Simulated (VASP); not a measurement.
## CuO: single point with PBE

The system is CuO.

```
Cu O
1.0
     2.34185   -1.71130    0.00000
     2.34185    1.71130    0.00000
    -0.85003    0.00000    5.05787
Cu O
2 2
Cartesian
  0.7459 -0.8557 2.5289
  1.1709 0.8557 0.0000
  1.7043 0.2793 3.7934
  2.1293 -0.2793 1.2645
```

```
Program                : VASP 6.6.1
Task                   : single point
Functional             : PBE
Potentials or basis    : VASP PAW PBE potentials, release 64 (Cu, O)
Cutoff                 : 520 eV
k mesh                 : 10 × 10 × 5
Occupations            : gaussian, width 0.016 eV
Spin                   : no spin polarisation
Dipole correction      : no
Further INCAR settings : ALGO = Normal; EDIFF = 1e-07; NBANDS = 25
```

```
Pressure               : 6.3 GPa
Largest force          : 0.219 eV/Å
Band gap on the k mesh : zero (bands 17 and 18 overlap by 0.60 eV)
```

Forces in eV/Å, atoms in the order of the input:
```
Cu   0.000  0.000  0.000
Cu   0.000  0.000  0.000
O    0.000 -0.219  0.000
O    0.000  0.219  0.000
```

Stress tensor (GPa, compression positive):
```
 6.29  0.00 -1.36
 0.00  7.17  0.00
-1.36  0.00  5.57
```

Levels at points of the mesh, in eV from the Fermi level:
| k point | band 15 | band 16 | band 17 | band 18 | band 19 | band 20 |
| --- | --- | --- | --- | --- | --- | --- |
| (0.00, 0.00, 0.00) | -2.17 | -1.66 | 0.22 | 0.95 | 1.73 | 6.06 |
| (0.50, 0.00, 0.00) | -1.51 | -1.42 | 0.01 | 0.26 | 4.89 | 6.34 |
| (0.50, 0.50, 0.00) | -1.67 | -1.22 | -0.66 | 1.08 | 3.37 | 7.13 |

It took 86 s on 1 thread of AMD EPYC 9R45 96-Core Processor (Zen 5), on a shared host, peak memory 0.22 GiB.

Caveat: the cell stands under pressure; semilocal functionals often make such compounds metallic where correlation or magnetic order opens a gap, which also shifts bond lengths. With open d or f shells a metallic result of PBE can be an artefact of self-interaction; +U or a hybrid may open a gap.
